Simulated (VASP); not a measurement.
A run of VASP 6.6.1 is set up as follows.

Contents of INCAR:

```
PREC = Accurate
ENCUT = 600
EDIFF = 1E-7
ISMEAR = 0
SIGMA = 0.1
LREAL = F
LASPH = T
NELM = 100
ALGO = Normal
ISIF = 3
LWAVE = F
LCHARG = F
GGA = PE
IBRION = 2
NSW = 90
EDIFFG = -0.04
```

File KPOINTS:

```
Automatic mesh
0
Gamma
  6 6 6
```

The input POSCAR:

```
ZnSn2N2
1.0
    2.7380574300      1.5808181900      4.0980445600
   -2.7380574300      1.5808181900      4.0980445600
    0.0000000000     -3.1616363900      4.0980445600
Zn Sn N
1 2 2
Direct
    0.0000000000      0.0000000000      0.0000000000
    0.7853149100      0.7853149100      0.7853149100
    0.2146850900      0.2146850900      0.2146850900
    0.5499794400      0.5499794400      0.5499794400
    0.4500205600      0.4500205600      0.4500205600
```

Potentials or basis: VASP PAW PBE potentials, release 64 (Zn, Sn_d, N).

The run is started by

```bash
$ cat potpaw_PBE.64/Zn/POTCAR potpaw_PBE.64/Sn_d/POTCAR potpaw_PBE.64/N/POTCAR > POTCAR
$ mpirun -np 1 vasp_std > vasp.out
```

**Question.** Estimate the band gap on the k mesh.

**Answer.** Zero (bands 25 and 26 overlap by 0.82 eV).

**Question.** Predict the space group after relaxing (to 0.1 Å).

**Answer.** R-3m (No. 166).

Forces on the atoms (eV/Å):
```
Zn   0.000  0.000  0.000
Sn   0.000  0.000 -0.032
Sn   0.000  0.000  0.032
N    0.000  0.000 -0.035
N    0.000  0.000  0.035
```

Caveat: the standard files for N, O and F lose accuracy on very short bonds; spin-orbit coupling is left out, which moves the levels of the heavy elements.
